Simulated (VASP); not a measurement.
Se: single point with PBEsol

The system is Se.

```xyz
1
Lattice="1.9706 1.1377 1.6081 -1.9706 1.1377 1.6081 0.0000 -2.2755 1.6081" Properties=species:S:1:pos:R:3 pbc="T T T"
Se    0.0000    0.0000    0.0000
```

This isn't the form of Se at room conditions, which is trigonal, of chains.

```
Program             : VASP 6.6.1
Task                : single point
Functional          : PBEsol
Potentials or basis : VASP PAW PBE potentials, release 64 (Se)
Cutoff              : 520 eV
k mesh              : 18 × 18 × 18
Occupations         : fermi-dirac, width 0.05 eV
Spin                : no spin polarisation
```

```
Pressure               : 0.1 GPa
Band gap on the k mesh : zero (bands 3 and 4 overlap by 6.48 eV)
```

Levels at points of the mesh, in eV from the Fermi level:
| k point | band 1 | band 2 | band 3 | band 4 | band 5 | band 6 | band 7 |
| --- | --- | --- | --- | --- | --- | --- | --- |
| (0.00, 0.00, 0.00) | -16.47 | 1.43 | 1.44 | 1.44 | 7.64 | 7.64 | 7.87 |
| (0.50, 0.00, 0.00) | -14.23 | -7.40 | 2.97 | 2.97 | 9.91 | 11.76 | 12.49 |
| (0.50, 0.50, 0.00) | -12.00 | -5.34 | -5.33 | 2.52 | 4.37 | 13.65 | 15.90 |
| (0.50, 0.50, 0.50) | -9.71 | -3.51 | -3.51 | -3.51 | 5.58 | 5.58 | 5.59 |

Wall time 51 s on 1 thread of Intel(R) Xeon(R) Platinum 8259CL CPU @ 2.50GHz (Skylake/Cascade Lake), with other jobs on the host, peak memory 0.23 GiB.

Caveat: the PAW data sets were made with another functional, which shifts forces and pressure a little.
